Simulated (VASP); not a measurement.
# BN (P6_3/mmc) in VASP: a series of runs, part 2 of 2

VASP 6.6.1. The steps go on from the part before.

### Step 4. Single point, PBEsol (volume 10.234 Å^3 an atom, c/a of the conventional cell 2.6771)

INCAR reads:

```
SYSTEM = BN
ALGO = Normal ; EDIFF = 1E-6
ENCUT = 520 ; GGA = PS
ISIF = 2 ; ISMEAR = 0
LASPH = .True. ; LCHARG = .True.
LELF = .True. ; LREAL = .False.
LVHAR = .True. ; LWAVE = .False.
NBANDS = 16 ; NELM = 80
PREC = Accurate ; SIGMA = 0.05
```

KPOINTS reads:

```
k-points
0
Gamma
  12 12 4
  0 0 0
```

POSCAR reads:

```
BN
1.0
    2.6039744945      0.0000000000      0.0000000000
   -1.3019872473      2.2551080630      0.0000000000
    0.0000000000      0.0000000000      6.9711001191
B N
2 2
Direct
    0.3333333333      0.6666666667      0.2500000000
    0.6666666667      0.3333333333      0.7500000000
    0.3333333333      0.6666666667      0.7500000000
    0.6666666667      0.3333333333      0.2500000000
```

Launch:

```console
$ cat potpaw_PBE.64/B/POTCAR potpaw_PBE.64/N/POTCAR > POTCAR
$ mpirun -np 1 vasp_std > vasp.out
```

It took 22 s on 1 thread of AMD EPYC 7R13 (Zen 3), shared host; peak memory 0.14 GiB.

The run converged. Its results:

```yaml
Free_energy: -36.2333 eV
Pressure: -22.4 GPa
Band_gap_on_the_k_mesh: 4.05 eV, indirect (least direct gap 4.30 eV)
```

Stress tensor (GPa, compression positive):
```
-33.51   0.00   0.00
  0.00 -33.51   0.00
  0.00   0.00  -0.16
```

Levels at points of the mesh, in eV from the valence-band top:
```tsv
k point	band 6	band 7	band 8	band 9	band 10	band 11
(0.00, 0.00, 0.00)	-1.43	-1.40	-1.40	4.76	9.26	10.10
(0.50, 0.00, 0.00)	-3.90	-1.24	-0.41	4.05	5.15	8.37
(0.00, 0.00, 0.50)	-1.41	-1.41	-1.41	6.76	6.76	10.62
(0.50, 0.00, 0.50)	-3.93	-0.82	-0.82	4.43	4.43	8.65
```

Caveat: the PAW data sets were made with another functional, which shifts forces and pressure a little; this functional lacks dispersion, which binds the layers, so the pressure and a relaxed spacing across them are unreliable. A k mesh can miss the band edges.

### Step 5. Single point, PBEsol (volume 10.234 Å^3 an atom, c/a of the conventional cell 3.0939)

INCAR reads:

```
ALGO = Normal ; EDIFF = 1E-7
ENCUT = 520 ; GGA = PS
ISIF = 2 ; ISMEAR = 0
LASPH = T ; LCHARG = T
LELF = T ; LREAL = F
LVHAR = T ; LWAVE = F
NBANDS = 16 ; NELM = 100
PREC = Accurate ; SIGMA = 0.05
```

KPOINTS reads:

```
k-points
0
Gamma
  12 12 4
```

POSCAR reads:

```
BN
1.0
    2.4813584168      0.0000000000      0.0000000000
   -1.2406792084      2.1489194248      0.0000000000
    0.0000000000      0.0000000000      7.6770748056
B N
2 2
Direct
    0.3333333333      0.6666666667      0.2500000000
    0.6666666667      0.3333333333      0.7500000000
    0.3333333333      0.6666666667      0.7500000000
    0.6666666667      0.3333333333      0.2500000000
```

Potentials or basis: VASP PAW PBE potentials, release 64 (B, N).

Launch:

```console
$ cat potpaw_PBE.64/B/POTCAR potpaw_PBE.64/N/POTCAR > POTCAR
$ mpirun -np 1 vasp_std > vasp.out
```

OUTCAR:

```text
EDIFF = 1E-7
   ENCUT = 520
   GGA = PS
   ISIF = 2
   ISMEAR = 0
   LASPH = T
   LREAL = F
   NELM = 100
   PREC = Accurate

 ion  position               nearest neighbor table
   1  0.333  0.667  0.250-   4 1.43   4 1.43   4 1.43
   2  0.667  0.333  0.750-   3 1.43   3 1.43   3 1.43
   3  0.333  0.667  0.750-   2 1.43   2 1.43   2 1.43
   4  0.667  0.333  0.250-   1 1.43   1 1.43   1 1.43

  LATTYP: Found a hexagonal cell.
 ALAT       =     2.4813584168
 C/A-ratio  =     3.0938999999

  Lattice vectors:

 A1 = (   2.4813584168,   0.0000000000,   0.0000000000)
 A2 = (  -1.2406792084,   2.1489194248,   0.0000000000)
 A3 = (   0.0000000000,   0.0000000000,   7.6770748056)

Analysis of symmetry for initial positions (statically):
=====================================================================
 Subroutine PRICEL returns:
 Original cell was already a primitive cell.

[... 169 lines left out ...]
  ext. energy  EPLUGINS =         0.00000000
  ---------------------------------------------------
  free energy    TOTEN  =       -36.54263607 eV

  energy without entropy =      -36.54263607  energy(sigma->0) =      -36.54263607

 E-fermi :   1.5439     XC(G=0):  -9.3590

 val. band max:        1.2238423429   @ k =   0.3333   0.3333   0.5000
 cond. band min:       5.6778673740   @ k =   0.0000   0.0000   0.0000
 fundamental gap:      4.4540250311
 Fermi energy:         1.5438936375

 k-point     1 :       0.0000    0.0000    0.0000
  band No.  band energies     occupation
      1     -16.6083      2.00000
      2     -16.5186      2.00000
      3      -4.6890      2.00000
      4      -3.6947      2.00000
      5      -0.0562      2.00000
      6      -0.0562      2.00000
[... 433 lines left out ...]
      3      -5.7081      2.00000
      4      -5.6964      2.00000
      5      -2.3757      2.00000
      6      -2.3663      2.00000
[... 8 lines left out ...]
     15      17.4034      0.00000
     16      19.3767      0.00000

 [... further k-points ...]
[... 5 lines left out ...]
  --------------------------------------------------------------------------------------
  -------------------------------------------------------------------------------------
  Total        2.3932140      2.3932140     -0.1207805      0.0000000      0.0000000      0.0000000
  in kB       93.6670227     93.6670227     -4.7271779      0.0000000      0.0000000      0.0000000
  external PRESSURE =      60.8689558 kB  Pullay stress =       0.0000000 kB

 VOLUME and BASIS-vectors are now :
 -----------------------------------------------------------------------------
  energy-cutoff  :      520.00
  volume of cell :       40.94
      direct lattice vectors                 reciprocal lattice vectors
     2.481358417  0.000000000  0.000000000     0.403005061  0.232675080  0.000000000
    -1.240679208  2.148919425  0.000000000     0.000000000  0.465350161  0.000000000
     0.000000000  0.000000000  7.677074806     0.000000000  0.000000000  0.130257947

 POSITION                                       TOTAL-FORCE (eV/Angst)
 -----------------------------------------------------------------------------------
     -0.00000      1.43261      1.91927        -0.000000     -0.000000      0.000000
      1.24068      0.71631      5.75781         0.000000      0.000000      0.000000
     -0.00000      1.43261      5.75781        -0.000000      0.000000      0.000000
      1.24068      0.71631      1.91927         0.000000     -0.000000      0.000000
 -----------------------------------------------------------------------------------
    total drift:                               -0.000000      0.000000      0.000000

  FREE ENERGIE OF THE ION-ELECTRON SYSTEM (eV)
  ---------------------------------------------------
  free  energy   TOTEN  =       -36.5426360704 eV

  energy  without entropy=      -36.5426360704  energy(sigma->0) =      -36.54263607
```

OSZICAR:

```text
N       E                     dE             d eps       ncg     rms          rms(c)
DAV:   1     0.532240720891E+02    0.53224E+02   -0.77843E+03  1824   0.906E+02
DAV:   2    -0.366637516771E+02   -0.89888E+02   -0.81780E+02  2576   0.220E+02
DAV:   3    -0.403045964005E+02   -0.36408E+01   -0.36259E+01  2344   0.447E+01
DAV:   4    -0.403336887975E+02   -0.29092E-01   -0.29087E-01  2344   0.438E+00
DAV:   5    -0.403340321767E+02   -0.34338E-03   -0.34338E-03  2360   0.455E-01    0.113E+01
DAV:   6    -0.370054181611E+02    0.33286E+01   -0.52583E+00  2264   0.171E+01    0.520E+00
DAV:   7    -0.366449128477E+02    0.36051E+00   -0.59237E-01  2416   0.538E+00    0.316E+00
DAV:   8    -0.365441428490E+02    0.10077E+00   -0.26653E-01  2392   0.336E+00    0.485E-01
DAV:   9    -0.365406304601E+02    0.35124E-02   -0.16330E-02  2080   0.986E-01    0.194E-01
DAV:  10    -0.365423622380E+02   -0.17318E-02   -0.15567E-03  1984   0.287E-01    0.345E-02
DAV:  11    -0.365426130223E+02   -0.25078E-03   -0.16514E-04  2216   0.854E-02    0.271E-02
DAV:  12    -0.365426355758E+02   -0.22554E-04   -0.43408E-05  2032   0.400E-02    0.248E-03
DAV:  13    -0.365426359442E+02   -0.36839E-06   -0.95291E-07  2464   0.782E-03    0.137E-03
DAV:  14    -0.365426360738E+02   -0.12954E-06   -0.27747E-07  2008   0.319E-03    0.542E-04
DAV:  15    -0.365426360704E+02    0.33799E-08   -0.22030E-09  1696   0.447E-04
   1 F= -.36542636E+02 E0= -.36542636E+02  d E =-.465924E-21
```

Wall time 26 s (1 thread of AMD EPYC 7R13 (Zen 3), shared host); peak memory 0.13 GiB.

What came out:

```yaml
Free_energy: -36.5426 eV
Pressure: 6.1 GPa
Band_gap_on_the_k_mesh: 4.45 eV, indirect (least direct gap 4.68 eV)
```

Caveat: the PAW data sets were made with another functional, which shifts forces and pressure a little; this functional lacks dispersion, which binds the layers, so the pressure and a relaxed spacing across them are unreliable. A k mesh can miss the band edges.

### Step 6. Single point, PBEsol (volume 10.464 Å^3 an atom, c/a of the conventional cell 2.8780)

INCAR reads:

```
SYSTEM = BN
PREC = Accurate
ENCUT = 520
EDIFF = 1E-7
ISMEAR = 0
SIGMA = 0.05
LREAL = .FALSE.
LASPH = .TRUE.
NELM = 80
ALGO = Normal
ISIF = 2
LWAVE = .FALSE.
LCHARG = .FALSE.
GGA = PS
NBANDS = 16
```

KPOINTS reads:

```
regular mesh
0
G
  12 12 4
  0 0 0
```

POSCAR reads:

```
BN
1.0
    2.5608183137      0.0000000000      0.0000000000
   -1.2804091569      2.2177337141      0.0000000000
    0.0000000000      0.0000000000      7.3700351068
B N
2 2
Direct
    0.3333333333      0.6666666667      0.2500000000
    0.6666666667      0.3333333333      0.7500000000
    0.3333333333      0.6666666667      0.7500000000
    0.6666666667      0.3333333333      0.2500000000
```

Potentials or basis: VASP PAW PBE potentials, release 64 (B, N).

Launch:

```console
$ cat potpaw_PBE.64/B/POTCAR potpaw_PBE.64/N/POTCAR > POTCAR
$ mpirun -np 1 vasp_std > vasp.out
```

Wall time 24 s (1 thread of AMD EPYC 7R13 (Zen 3), shared host); peak memory 0.14 GiB.

Results (log left out):

| Item | Value |
| --- | --- |
| Free energy | -36.4580 eV |
| Pressure | -13.1 GPa |
| Band gap on the k mesh | 4.22 eV, indirect (least direct gap 4.44 eV) |

Stress tensor (GPa, compression positive):
```
-19.41   0.00   0.00
  0.00 -19.41   0.00
  0.00   0.00  -0.44
```

Levels at points of the mesh, in eV from the valence-band top:
```tsv
k point	band 4	band 5	band 6	band 7	band 8	band 9	band 10	band 11	band 12	band 13
(0.00, 0.00, 0.00)	-4.26	-1.38	-1.38	-1.37	-1.37	4.59	8.86	10.55	10.98	10.98
(0.50, 0.00, 0.00)	-8.61	-4.03	-4.00	-1.15	-0.57	4.22	5.08	8.81	9.22	11.91
(0.00, 0.00, 0.50)	-4.98	-1.38	-1.38	-1.38	-1.38	6.39	6.39	11.01	11.01	11.01
(0.50, 0.00, 0.50)	-8.63	-4.02	-4.02	-0.86	-0.86	4.55	4.55	9.11	9.11	12.60
```

Caveat: the PAW data sets were made with another functional, which shifts forces and pressure a little; this functional lacks dispersion, which binds the layers, so the pressure and a relaxed spacing across them are unreliable. A k mesh can miss the band edges.

### Step 7. The runs side by side

| cell | gap on the mesh (eV) | pressure (GPa) |
| --- | --- | --- |
| a = 2.584, b = 2.584, c = 6.919 Å, angles 90.0, 90.0, 120.0°, 4 atoms | 4.08 | -18.7 |
| a = 2.503, b = 2.503, c = 7.378 Å, angles 90.0, 90.0, 120.0°, 4 atoms | 4.35 | 0.6 |
| a = 2.604, b = 2.604, c = 6.971 Å, angles 90.0, 90.0, 120.0°, 4 atoms | 4.05 | -22.4 |
| a = 2.481, b = 2.481, c = 7.677 Å, angles 90.0, 90.0, 120.0°, 4 atoms | 4.45 | 6.1 |
| a = 2.561, b = 2.561, c = 7.370 Å, angles 90.0, 90.0, 120.0°, 4 atoms | 4.22 | -13.1 |

Alike in all rows: task single point; level PBEsol; potentials or basis VASP PAW PBE potentials, release 64 (B, N); no spin polarisation; k mesh 12 × 12 × 4; cutoff (eV) 520; smearing gaussian 0.05 eV.

Caveats: the PAW data sets were made with another functional, which shifts forces and pressure a little; this functional lacks dispersion, which binds the layers, so the pressure and a relaxed spacing across them are unreliable.

Absolute energies hang on the potentials; compare differences alone.
